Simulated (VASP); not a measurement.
# Te2Pt (P-3m1) in VASP: further runs

Runs on Te2Pt. Level: PBE. Tasks: single point.

All numbers are computed with VASP 6.6.1; they aren't measurements. Logs are shortened: lines on timing, memory, paths and dates and some standing lists are left out, and cuts for length are marked.

## Step 1: The cell of the first run

The structure is trigonal, space group P-3m1 (No. 164). Conventional cell: a = 4.304 Å, b = 4.304 Å, c = 5.673 Å, α = 90.00°, β = 90.00°, γ = 120.00°. Within 3.8 Å of Te (site symmetry 3m) lie 3 Pt at 2.87 Å and 6 Te at 3.75 to 3.80 Å. Within 3.8 Å of Pt (site symmetry -3m) lie 6 Te at 2.87 Å.

## Step 2: Single point, PBE, collinear spin (30.34 Å³/atom)

INCAR

```
  PREC = Accurate
  ENCUT = 500
  EDIFF = 1E-6
  ISMEAR = 0
  SIGMA = 0.15
  LREAL = False
  LASPH = True
  NELM = 200
  ALGO = Normal
  ISIF = 2
  LWAVE = False
  LCHARG = True
  ISPIN = 2
  MAGMOM = 0 0 0.062
  LORBIT = 11
  NUPDOWN = 0.0625
  LMAXMIX = 4
  GGA = PE
  LELF = True
  LVHAR = True
  NBANDS = 22
  GGA_COMPAT = False
```

KPOINTS

```
regular mesh
0
Gamma
  12 12 8
```

POSCAR

```
Te2Pt
1.0
    4.3041829986      0.0000000000      0.0000000000
   -2.1520914993      3.7275318194      0.0000000000
    0.0000000000      0.0000000000      5.6725952786
Te Pt
2 1
Direct
    0.3333333333      0.6666666667      0.2528728645
    0.6666666667      0.3333333333      0.7471271355
    0.0000000000      0.0000000000      0.0000000000
```

Potentials or basis: VASP PAW PBE potentials, release 64 (Te, Pt).

Launch:

```console
$ cat potpaw_PBE.64/Te/POTCAR potpaw_PBE.64/Pt/POTCAR > POTCAR
$ mpirun -np 1 vasp_std > vasp.out
```

OUTCAR:

```text
PREC = Accurate
   ENCUT = 500
   EDIFF = 1E-6
   ISMEAR = 0
   LREAL = False
   LASPH = True
   NELM = 200
   ISIF = 2
   ISPIN = 2
   LORBIT = 11
   NUPDOWN = 0.0625
   GGA = PE

 ion  position               nearest neighbor table
   1  0.333  0.667  0.253-   3 2.87   3 2.87   3 2.87
   2  0.667  0.333  0.747-   3 2.87   3 2.87   3 2.87
   3  0.000  0.000  0.000-   1 2.87   2 2.87   2 2.87   1 2.87   2 2.87   1 2.87

  LATTYP: Found a hexagonal cell.
 ALAT       =     4.3041829986
 C/A-ratio  =     1.3179261385

  Lattice vectors:

 A1 = (   4.3041829986,   0.0000000000,   0.0000000000)
 A2 = (  -2.1520914993,   3.7275318194,   0.0000000000)
 A3 = (   0.0000000000,   0.0000000000,   5.6725952786)

Analysis of symmetry for initial positions (statically):
=====================================================================
 Subroutine PRICEL returns:
 Original cell was already a primitive cell.

 Routine SETGRP: Setting up the symmetry group for a
 hexagonal supercell.

 Subroutine GETGRP returns: Found 12 space group operations
 (whereof 12 operations were pure point group operations)
 out of a pool of 24 trial point group operations.

The static configuration has the point symmetry D_3d.

Analysis of symmetry for dynamics (positions and initial velocities):
=====================================================================
 Subroutine PRICEL returns:
 Original cell was already a primitive cell.

 Routine SETGRP: Setting up the symmetry group for a
 hexagonal supercell.

 Subroutine GETGRP returns: Found 12 space group operations
 (whereof 12 operations were pure point group operations)
 out of a pool of 24 trial point group operations.

The dynamic configuration has the point symmetry D_3d.

Analysis of structural, dynamic, and magnetic symmetry:
=====================================================================
 Subroutine PRICEL returns:
 Original cell was already a primitive cell.

 Routine SETGRP: Setting up the symmetry group for a
 hexagonal supercell.

 Subroutine GETGRP returns: Found 12 space group operations
 (whereof 12 operations were pure point group operations)
 out of a pool of 24 trial point group operations.

The overall configuration has the point symmetry D_3d.

 Subroutine INISYM returns: Found 12 space group operations
 (whereof 12 operations are pure point group operations),
 and found     1 'primitive' translations

----------------------------------------------------------------------------------------

                                     Primitive cell

  volume of cell :      91.0110

  direct lattice vectors                    reciprocal lattice vectors
     4.304182999  0.000000000  0.000000000     0.232332129  0.134137017  0.000000000
    -2.152091499  3.727531819  0.000000000     0.000000000  0.268274035  0.000000000
     0.000000000  0.000000000  5.672595279     0.000000000  0.000000000  0.176286153

  length of vectors
     4.304182999  4.304182999  5.672595279     0.268274035  0.268274035  0.176286153

  position of ions in fractional coordinates (direct lattice)
     0.333333333  0.666666667  0.252872864
     0.666666667  0.333333333  0.747127136
     0.000000000  0.000000000  0.000000000

  ion indices of the primitive-cell ions
   primitive index   ion index
                 1           1
                 2           2
                 3           3

----------------------------------------------------------------------------------------

 KPOINTS: regular mesh

Automatic generation of k-mesh.
 Grid dimensions read from file:
 generate k-points for:   12   12    8

 Generating k-lattice:

  Cartesian coordinates                     Fractional coordinates (reciprocal lattice)
     0.019361011  0.011178085  0.000000000     0.083333333  0.000000000  0.000000000
     0.000000000  0.022356170  0.000000000     0.000000000  0.083333333  0.000000000
     0.000000000  0.000000000  0.022035769     0.000000000  0.000000000  0.125000000

  Length of vectors
     0.022356170  0.022356170  0.022035769

  Shift w.r.t. Gamma in fractional coordinates (k-lattice)
     0.000000000  0.000000000  0.000000000

 Subroutine IBZKPT returns following result:
 ===========================================

 Found    131 irreducible k-points:

 Following reciprocal coordinates:
            Coordinates               Weight
  0.000000  0.000000  0.000000      1.000000
  0.083333  0.000000  0.000000      6.000000
  0.166667 -0.000000  0.000000      6.000000
  0.250000  0.000000  0.000000      6.000000
  0.333333  0.000000  0.000000      6.000000
  0.416667  0.000000  0.000000      6.000000
[... 16 lines left out ...]
  0.166667 -0.000000  0.125000      6.000000
  0.000000  0.166667  0.125000      6.000000
 [... further k-points ...]
   k-points           NKPTS =    131   k-points in BZ     NKDIM =    131   number of bands    NBANDS=     22
   number of dos      NEDOS =    301   number of ions     NIONS =      3
   total plane-waves  NPLWV =  43008
   dimension x,y,z NGX =    32 NGY =   32 NGZ =   42
   dimension x,y,z NGXF=    64 NGYF=   64 NGZF=   84
   ions per type =               2   1
   NGX,Y,Z   is equivalent  to a cutoff of  12.36, 12.36, 12.31 a.u.
   NGXF,Y,Z  is equivalent  to a cutoff of  24.72, 24.72, 24.62 a.u.
 SYSTEM =  unknown system
   PREC   = accura    normal or accurate (medium, high low for compatibility)
   ISTART =      0    job   : 0-new  1-cont  2-samecut
   ICHARG =      2    charge: 1-file 2-atom 10-const
   ISPIN  =      2    spin polarized calculation?
   LNONCOLLINEAR =      F non collinear calculations
   LSORBIT =      F    spin-orbit coupling
   LASPH  =      T    aspherical Exc in radial PAW
   ENCUT  =  500.0 eV  36.75 Ry    6.06 a.u.   7.85  7.85 10.34*2*pi/ulx,y,z
   NELM   =    200;   NELMIN=  2; NELMDL= -5     # of ELM steps
   EDIFF  = 0.1E-05   stopping-criterion for ELM
   LREAL  =      F    real-space projection
   EDIFFG = 0.1E-04   stopping-criterion for IOM
   NSW    =      0    number of steps for IOM
   IBRION =     -1    ionic relax: 0-MD 1-quasi-New 2-CG
   NFREE  =      0    steps in history (QN), initial steepest desc. (CG)
   ISIF   =      2    stress and relaxation
   ISYM   =      2    0-nonsym 1-usesym 2-fastsym
   POTIM  = 0.5000    time-step for ionic-motion
   TEBEG  =    0.0;   TEEND  =   0.0 temperature during run
   PSTRESS=    0.0 pullay stress
   NELECT =      22.0000    total number of electrons
   NUPDOWN=       0.0625    fix difference up-down
   EMIN   =  10.00;   EMAX   =-10.00  energy-range for DOS
   EFERMI =   0.00;   METHOD = LEGACY
   ISMEAR =     0;   SIGMA  =   0.15  broadening in eV -4-tet -1-fermi 0-gaus
   EFERMI_NEDOS =   21; number of points for ismear=-14 and -15
   IALGO  =     38    algorithm
   IMIX   =      4    mixing-type and parameters
     AMIX     =   0.40;   BMIX     =  1.00
     AMIX_MAG =   1.60;   BMIX_MAG =  1.00
  volume/ion in A,a.u.               =      30.34       204.72
  Fermi-wavevector in a.u.,A,eV,Ry     =   1.019806  1.927155 14.150130  1.040005
  Thomas-Fermi vector in A             =   2.153341
   LORBIT       =     11    0 simple, 1 ext, 2 COOP (PROOUT), +10 PAW based schemes
   GGA     = PE    functional components
   LHFCALC =     F    Hartree Fock is set to
   AEXX    =    0.0000 exact exchange contribution
   IVDW    =     0    specifies the selected vdW correction
   LEPSILON=     F    determine dielectric tensor
   LRPA    =     F    only Hartree local field effects (RPA)
 spin polarized calculation
 Gauss-broadening in eV      SIGMA  =   0.15
  energy-cutoff  :      500.00
  volume of cell :       91.01
 maximum number of plane-waves:      2336
   NGX = 15   NGY = 15   NGZ = 21

 number of electron      21.9999998 magnetization       0.0624997

 Free energy of the ion-electron system (eV)
  ---------------------------------------------------
  ext. energy  EPLUGINS =         0.00000000
  ---------------------------------------------------
  free energy    TOTEN  =       -13.10964163 eV

  energy without entropy =      -13.09341904  energy(sigma->0) =      -13.10153033

 E-fermi :   5.6929     XC(G=0):  -9.4975

 val. band max:        5.7416420580   @ k =  -0.0833   0.4167   0.2500
 cond. band min:       5.7611083331   @ k =  -0.0833   0.4167   0.2500
 fundamental gap:      0.0194662751
 Fermi energy:         5.7625740718

 spin component 1

 k-point     1 :       0.0000    0.0000    0.0000
  band No.  band energies     occupation
      1      -6.7130      1.00000
      2      -4.5900      1.00000
      3       0.5131      1.00000
      4       1.3194      1.00000
      5       1.3194      1.00000
      6       2.9340      1.00000
[... 14 lines left out ...]
     21      15.1488      0.00000
     22      15.1488      0.00000

 k-point     2 :       0.0833    0.0000    0.0000
  band No.  band energies     occupation
      1      -6.6589      1.00000
      2      -4.6074      1.00000
      3       0.5815      1.00000
      4       1.3497      1.00000
      5       1.3546      1.00000
      6       2.8800      1.00000
[... 14 lines left out ...]
     21      15.0119      0.00000
     22      15.5908      0.00000

 k-point     3 :       0.1667   -0.0000    0.0000
  band No.  band energies     occupation
      1      -6.5015      1.00000
      2      -4.6592      1.00000
      3       0.7763      1.00000
      4       1.4353      1.00000
      5       1.4621      1.00000
      6       2.6312      1.00000
[... 14 lines left out ...]
     21      15.4938      0.00000
     22      16.1091      0.00000
[... 476 lines left out ...]
 k-point    23 :       0.1667   -0.0000    0.1250
  band No.  band energies     occupation
      1      -6.4511      1.00000
      2      -4.7611      1.00000
      3       0.8861      1.00000
      4       1.4702      1.00000
      5       1.4790      1.00000
      6       2.6770      1.00000
[... 14 lines left out ...]
     21      15.7538      0.00000
     22      15.8437      0.00000

 k-point    24 :       0.0000    0.1667    0.1250
  band No.  band energies     occupation
      1      -6.4556      1.00000
      2      -4.7475      1.00000
      3       0.7910      1.00000
      4       1.4129      1.00000
      5       1.5784      1.00000
      6       2.5571      1.00000
[... 14 lines left out ...]
     21      15.0358      0.00000
     22      15.8386      0.00000

 [... further k-points ...]

 spin component 2

 k-point     1 :       0.0000    0.0000    0.0000
  band No.  band energies     occupation
      1      -6.7005      1.00000
      2      -4.5769      1.00000
      3       0.5263      1.00000
      4       1.3337      1.00000
      5       1.3337      1.00000
      6       2.9439      1.00000
[... 14 lines left out ...]
     21      15.1633      0.00000
     22      15.1633      0.00000

 k-point     2 :       0.0833    0.0000    0.0000
  band No.  band energies     occupation
      1      -6.6463      1.00000
      2      -4.5943      1.00000
      3       0.5947      1.00000
      4       1.3642      1.00000
      5       1.3687      1.00000
      6       2.8903      1.00000
[... 14 lines left out ...]
     21      15.0242      0.00000
     22      15.6026      0.00000

 k-point     3 :       0.1667   -0.0000    0.0000
  band No.  band energies     occupation
      1      -6.4888      1.00000
      2      -4.6460      1.00000
      3       0.7893      1.00000
      4       1.4501      1.00000
      5       1.4754      1.00000
      6       2.6425      1.00000
[... 14 lines left out ...]
     21      15.5067      0.00000
     22      16.1194      0.00000
[... 476 lines left out ...]
 k-point    23 :       0.1667   -0.0000    0.1250
  band No.  band energies     occupation
      1      -6.4385      1.00000
      2      -4.7479      1.00000
      3       0.8993      1.00000
      4       1.4851      1.00000
      5       1.4919      1.00000
      6       2.6881      1.00000
[... 14 lines left out ...]
     21      15.7621      0.00000
     22      15.8533      0.00000

 k-point    24 :       0.0000    0.1667    0.1250
  band No.  band energies     occupation
      1      -6.4429      1.00000
      2      -4.7343      1.00000
      3       0.8041      1.00000
      4       1.4277      1.00000
      5       1.5916      1.00000
      6       2.5683      1.00000
[... 14 lines left out ...]
     21      15.0502      0.00000
     22      15.8533      0.00000

 [... further k-points ...]
[... 5 lines left out ...]
  --------------------------------------------------------------------------------------
  -------------------------------------------------------------------------------------
  Total       -6.0908562     -6.0908562     -4.3750380      0.0000000     -0.0000000      0.0000000
  in kB     -107.2247507   -107.2247507    -77.0191159      0.0000000     -0.0000000      0.0000000
  external PRESSURE =     -97.1562058 kB  Pullay stress =       0.0000000 kB

 VOLUME and BASIS-vectors are now :
 -----------------------------------------------------------------------------
  energy-cutoff  :      500.00
  volume of cell :       91.01
      direct lattice vectors                 reciprocal lattice vectors
     4.304182999  0.000000000  0.000000000     0.232332129  0.134137017  0.000000000
    -2.152091499  3.727531819  0.000000000     0.000000000  0.268274035  0.000000000
     0.000000000  0.000000000  5.672595279     0.000000000  0.000000000  0.176286153

 POSITION                                       TOTAL-FORCE (eV/Angst)
 -----------------------------------------------------------------------------------
     -0.00000      2.48502      1.43445        -0.000000      0.000000     -1.085712
      2.15209      1.24251      4.23815         0.000000     -0.000000      1.085712
      0.00000      0.00000      0.00000         0.000000      0.000000      0.000000
 -----------------------------------------------------------------------------------
    total drift:                                0.000000     -0.000000      0.000000

  FREE ENERGIE OF THE ION-ELECTRON SYSTEM (eV)
  ---------------------------------------------------
  free  energy   TOTEN  =       -13.1096416276 eV

  energy  without entropy=      -13.0934190393  energy(sigma->0) =      -13.10153033

 total charge

# of ion       s       p       d       tot
------------------------------------------
    1        1.403   1.786   0.039   3.228
    2        1.403   1.786   0.039   3.228
    3        0.589   0.437   7.991   9.018
--------------------------------------------------
tot          3.394   4.010   8.070  15.474

 magnetization (x)

# of ion       s       p       d       tot
------------------------------------------
    1        0.001   0.010   0.000   0.011
    2        0.001   0.010   0.000   0.011
    3       -0.000   0.001   0.019   0.020
--------------------------------------------------
tot          0.002   0.021   0.020   0.043
```

Run time: 9.7 min. Hardware: 1 thread of Oxide Virtual Turin-like, shared host; peak memory 0.46 GiB.

What came out:

| Item | Value |
| --- | --- |
| Free energy | -13.1096 eV |
| Pressure | -9.7 GPa |
| Largest force | 1.086 eV/Å |
| Net moment | 0.06 μB per cell |
| Valence electrons inside the program's atomic spheres | Te 3.23; Pt 9.02 |

Forces in eV/Å, atoms in the order of the input:
```
Te   0.000  0.000 -1.086
Te   0.000  0.000  1.086
Pt   0.000  0.000  0.000
```

Stress tensor (GPa, compression positive):
```
-10.72   0.00   0.00
  0.00 -10.72   0.00
  0.00   0.00  -7.70
```

Caveat: the cell stands under tension; spin-orbit coupling is left out, which moves the levels of the heavy elements; the total moment is fixed, so each spin has its own Fermi level and the state may be an excited one; forces of over 1 eV/Å act on the atoms, so gaps and moduli don't describe the material at rest.

## Step 3: Single point, PBE, collinear spin (32.50 Å³/atom)

This run uses another cell than the first one, of 32.50 Å³/atom.

INCAR

```
  PREC = Accurate
  ENCUT = 500
  EDIFF = 1E-6
  ISMEAR = 0
  SIGMA = 0.15
  LREAL = F
  LASPH = T
  NELM = 200
  ALGO = Normal
  ISIF = 2
  LWAVE = F
  LCHARG = T
  ISPIN = 2
  MAGMOM = 0 0 0.062
  LORBIT = 11
  NUPDOWN = 0.0625
  LMAXMIX = 4
  GGA = PE
  LELF = T
  LVHAR = T
  NBANDS = 22
  GGA_COMPAT = F
```

KPOINTS is that of step 2.

POSCAR

```
Te2Pt
1.0
    4.4043192034      0.0000000000      0.0000000000
   -2.2021596017      3.8142523165      0.0000000000
    0.0000000000      0.0000000000      5.8045674002
Te Pt
2 1
Direct
    0.3333333333      0.6666666667      0.2528728645
    0.6666666667      0.3333333333      0.7471271355
    0.0000000000      0.0000000000      0.0000000000
```

Potentials or basis: VASP PAW PBE potentials, release 64 (Te, Pt).

Launch:

```console
$ cat potpaw_PBE.64/Te/POTCAR potpaw_PBE.64/Pt/POTCAR > POTCAR
$ mpirun -np 1 vasp_std > vasp.out
```

It took 7.6 min on 1 thread of Oxide Virtual Turin-like, shared host; peak memory 0.49 GiB.

Results (log left out):

```
Free energy                                           : -12.6715 eV
Pressure                                              : -11.7 GPa
Largest force                                         : 1.378 eV/Å
Net moment                                            : 0.06 μB per cell
Valence electrons inside the program's atomic spheres : Te 3.20; Pt 8.91
```

Forces in eV/Å, atoms in the order of the input:
```
Te   0.000  0.000 -1.378
Te   0.000  0.000  1.378
Pt   0.000  0.000  0.000
```

Stress tensor (GPa, compression positive):
```
-12.91   0.00   0.00
  0.00 -12.91   0.00
  0.00   0.00  -9.31
```

Caveat: the cell stands under tension; spin-orbit coupling is left out, which moves the levels of the heavy elements; this functional lacks dispersion, which binds layers or chains, so the pressure and a relaxed spacing across them are unreliable; the total moment is fixed, so each spin has its own Fermi level and the state may be an excited one; forces of over 1 eV/Å act on the atoms, so gaps and moduli don't describe the material at rest.

## Step 4: Single point, PBE, collinear spin (26.00 Å³/atom)

This run uses another cell than the first one, of 26.00 Å³/atom.

INCAR

```
SYSTEM = Te2Pt
PREC = Accurate ; ENCUT = 500
EDIFF = 1E-6 ; ISMEAR = 0
SIGMA = 0.15 ; LREAL = .False.
LASPH = .True. ; NELM = 200
ALGO = Normal ; ISIF = 2
LWAVE = .False. ; LCHARG = .True.
ISPIN = 2 ; MAGMOM = 0 0 0.125
LORBIT = 11 ; NUPDOWN = 0.125
LMAXMIX = 4 ; GGA = PE
LELF = .True. ; LVHAR = .True.
NBANDS = 22 ; GGA_COMPAT = .False.
```

KPOINTS

```
Automatic mesh
0
Gamma
  12 12 8
  0 0 0
```

POSCAR

```
Te2Pt
1.0
    4.0885922681      0.0000000000      0.0000000000
   -2.0442961340      3.5408247699      0.0000000000
    0.0000000000      0.0000000000      5.3884626196
Te Pt
2 1
Direct
    0.3333333333      0.6666666667      0.2528728645
    0.6666666667      0.3333333333      0.7471271355
    0.0000000000      0.0000000000      0.0000000000
```

Launch:

```console
$ cat potpaw_PBE.64/Te/POTCAR potpaw_PBE.64/Pt/POTCAR > POTCAR
$ mpirun -np 1 vasp_std > vasp.out
```

Wall time 7.5 min (1 thread of Oxide Virtual Turin-like, shared host); peak memory 0.41 GiB.

The run converged. Its results:

```yaml
Free_energy: -13.5725 eV
Pressure: -0.2 GPa
Net_moment: 0.12 μB per cell
Site_moments: Te +0.02; Pt +0.04 μB
Valence_electrons_inside_the_program's_atomic_spheres: Te 3.31; Pt 9.32
```

Forces in eV/Å, atoms in the order of the input:
```
Te   0.000  0.000  0.003
Te   0.000  0.000 -0.003
Pt   0.000  0.000  0.000
```

Caveat: spin-orbit coupling is left out, which moves the levels of the heavy elements; the total moment is fixed, so each spin has its own Fermi level and the state may be an excited one.

(Continued in part 2 of 2.)
